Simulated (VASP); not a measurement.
Here is a VASP 6.6.1 calculation.

File INCAR:

```
ALGO = Normal
EDIFF = 1E-7
EDIFFG = -0.01
ENCUT = 700
GGA = PE
GGA_COMPAT = F
IBRION = 2
ISIF = 3
ISMEAR = 0
LASPH = T
LCHARG = F
LREAL = F
LWAVE = F
NELM = 120
NELMIN = 4
NSW = 100
PREC = Accurate
SIGMA = 0.1
```

File KPOINTS:

```
k-points
0
Gamma
  10 10 10
```

Contents of POSCAR:

```
CdC4
1.0
   -2.5396862429      2.5396862429      2.5396862429
    2.5396862429     -2.5396862429      2.5396862429
    2.5396862429      2.5396862429     -2.5396862429
Cd C
1 4
Direct
    0.0000000000      0.0000000000      0.0000000000
    0.0000000000      0.0000000000      0.5000000000
    0.0000000000      0.5000000000      0.0000000000
    0.5000000000      0.0000000000      0.0000000000
    0.5000000000      0.5000000000      0.5000000000
```

Potentials or basis: VASP PAW PBE potentials, release 64 (Cd_sv_GW, C).

Command:

```bash
$ cat potpaw_PBE.64/Cd_sv_GW/POTCAR potpaw_PBE.64/C/POTCAR > POTCAR
$ mpirun -np 1 vasp_std > vasp.out
```

Estimate the band gap on the k mesh.

zero (bands 18 and 19 overlap by 2.55 eV).

What does it give for the relaxed cell?

a = 4.409 Å, b = 4.409 Å, c = 4.409 Å, α = 109.47°, β = 109.47°, γ = 109.47°.

Estimate the relaxed volume.

13.19 Å³/atom.

Step by step:
| step | energy change (eV) | largest force (eV/Å) | pressure (GPa) | volume (Å³) |
| --- | --- | --- | --- | --- |
| 1 | 0.0000 | 0.0000 | 0.57 | 65.52 |
| 2 | -0.0007 | 0.0000 | -0.05 | 65.97 |
